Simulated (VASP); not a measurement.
Here is a VASP 6.6.1 calculation.

File INCAR:

```
SYSTEM = AlNi
  PREC = Accurate
  ENCUT = 520
  EDIFF = 1E-6
  ISMEAR = -1
  SIGMA = 0.05
  LREAL = .FALSE.
  LASPH = .TRUE.
  NELM = 150
  ALGO = Normal
  ISIF = 2
  LWAVE = .FALSE.
  LCHARG = .FALSE.
  ISPIN = 2
  MAGMOM = 1 0
  LORBIT = 11
  LMAXMIX = 4
  GGA = PS
  NBANDS = 18
```

File KPOINTS:

```
regular mesh
0
G
  8 8 8
  0 0 0
```

Contents of POSCAR:

```
AlNi
1.0
    2.8810000000      0.0000000000      0.0000000000
    0.0000000000      2.8810000000      0.0000000000
    0.0000000000      0.0000000000      2.8810000000
Ni Al
1 1
Direct
    0.5000000000      0.5000000000      0.5000000000
    0.0000000000      0.0000000000      0.0000000000
```

Potentials or basis: VASP PAW PBE potentials, release 64 (Ni, Al).

Command:

```bash
$ cat potpaw_PBE.64/Ni/POTCAR potpaw_PBE.64/Al/POTCAR > POTCAR
$ mpirun -np 1 vasp_std > vasp.out
```

Task: Predict the net moment.

Result: 0.00 μB per cell.

Task: What does it give for the pressure?

Result: -2.9 GPa.

Caveat: the PAW data sets were made with another functional, which shifts forces and pressure a little.
